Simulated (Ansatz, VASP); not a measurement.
**Zr in VASP and in Ansatz**

```xyz
1
Lattice="-1.7277 1.7277 1.8617 1.7277 -1.7277 1.8617 1.7277 1.7277 -1.8617" Properties=species:S:1:pos:R:3 pbc="T T T"
Zr    0.0000    0.0000    0.0000
```

Alike in both runs: task single point; functional PBE; k mesh 20 × 20 × 20; occupations gaussian, width 0.15 eV; no spin polarisation.

```csv
,VASP,Ansatz
version,VASP 6.6.1,Ansatz 0.2.0
potentials or method,"VASP PAW PBE potentials, release 64 (Zr_sv), cutoff 500 eV","scalar-relativistic, plane waves, PAW"
valence electrons in the cell,12,12
```

```tsv
	VASP	Ansatz	Ansatz less VASP
gap on the k mesh at the Fermi level (eV)	none	none	-
pressure (GPa)	2.7	2.6	-0.06
traceless stress, the component that is largest in VASP (GPa)	0.24	0.23	-0.007
```

A gap of «none» marks a metal or a gap that the smearing closes.
